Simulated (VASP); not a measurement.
CdTe (CsCl type), 2 atoms in the cell. It takes space group Pm-3m (No. 221, cubic). Conventional cell: a = 3.786 Å, b = 3.786 Å, c = 3.786 Å, α = 90.00°, β = 90.00°, γ = 90.00°. Cd (site symmetry m-3m) has 8 Te at 3.28 Å and 6 Cd at 3.79 Å within 4.3 Å. Te (site symmetry m-3m) has 8 Cd at 3.28 Å and 6 Te at 3.79 Å within 4.3 Å. 

* Program: VASP 6.6.1
* Task: single point
* Functional: PBE
* Potentials or basis: VASP PAW PBE potentials, release 64 (Cd, Te)
* Cutoff: 520 eV
* k mesh: 11 × 11 × 11
* Occupations: fermi-dirac, width 0.05 eV
* Spin: no spin polarisation
* Dipole correction: no
* Further INCAR settings: ALGO = Normal; EDIFF = 1e-07; NBANDS = 16

Potentials or basis: VASP PAW PBE potentials, release 64 (Cd, Te).

Launch:

```sh
$ cat potpaw_PBE.64/Cd/POTCAR potpaw_PBE.64/Te/POTCAR > POTCAR
$ mpirun -np 1 vasp_std > vasp.out
```

Hardware: 1 thread of Intel(R) Xeon(R) Platinum 8259CL CPU @ 2.50GHz (Skylake/Cascade Lake), on a shared host.

Q: Estimate the wall time of this run.

A: Wall time 28 s on 1 thread of Intel(R) Xeon(R) Platinum 8259CL CPU @ 2.50GHz (Skylake/Cascade Lake) (shared host), peak memory 0.19 GiB. Counts: scf iterations 14, k points 56.
